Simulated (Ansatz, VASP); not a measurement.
Two plane-wave programs on Hf

Contents of INCAR:

```
PREC     = Accurate       # precision mode
ENCUT    = 520            # plane-wave cutoff, eV
EDIFF    = 1E-7           # SCF threshold, eV
ISMEAR   = -1             # smearing method
SIGMA    = 0.1            # smearing width, eV
LREAL    = False          # projectors in reciprocal space
LASPH    = True           # aspherical terms in the spheres
NELM     = 100            # most SCF steps
ALGO     = Normal         # electronic algorithm
ISIF     = 2              # what is computed and relaxed
LWAVE    = False          # write WAVECAR
LCHARG   = True           # write CHGCAR
GGA      = PE             # functional
LELF     = True           # ELF
LVHAR    = True         
NBANDS   = 17             # bands
```

The input KPOINTS:

```
Automatic mesh
0
Gamma
  9 9 9
```

POSCAR

```
Hf
1.0
    0.0000000000      3.1857405665      3.1857405665
    3.1857405665      0.0000000000      3.1857405665
    3.1857405665      3.1857405665      0.0000000000
Hf
2
Direct
    0.1250000000      0.1250000000      0.1250000000
    0.8750000000      0.8750000000      0.8750000000
```

Input for Ansatz:

```yaml
crystal:
  lattice:
    - [0.0, 3.1857405665, 3.1857405665]
    - [3.1857405665, 0.0, 3.1857405665]
    - [3.1857405665, 3.1857405665, 0.0]
  atoms:
    - { symbol: Hf, position: [0.125, 0.125, 0.125] }
    - { symbol: Hf, position: [0.875, 0.875, 0.875] }
hamiltonian:
  xc: pbe
  pseudopotentials:
    kind: paw
    azcp:
      Hf: "pseudopotentials/Hf.paw.azcp"
basis:
  ecutwfc: 420
  fft_grid_basis: typed
kpoints:
  mp_grid: { grid: [9, 9, 9], shift: [0, 0, 0] }
magnetization:
  spin_polarized: false
scf:
  occupations: { method: fermi_dirac, width: 0.1 }
  lower_state_search: "off"
output:
  stress: true
```

Alike in both runs: task single point; functional PBE; k mesh 9 × 9 × 9; occupations fermi-dirac, width 0.1 eV; no spin polarisation.

```csv
,VASP,Ansatz
version,VASP 6.6.1,Ansatz 0.2.0
potentials or method,"VASP PAW PBE potentials, release 64 (Hf_pv), cutoff 520 eV","plane waves (420 eV) with PAW, scalar-relativistic"
valence electrons in the cell,20,52
```

Ansatz gave:

* pressure (GPa): 2.6

Question: What did VASP give for the same quantities?

Answer: Pressure (GPa): 2.3.

With one functional, cell and mesh, what is left measures potentials, basis and numerics. VASP's potentials hold 20 valence electrons a cell and Ansatz's 52, so a difference there can come from the potentials and not from the codes.

Spin-orbit coupling is off throughout.
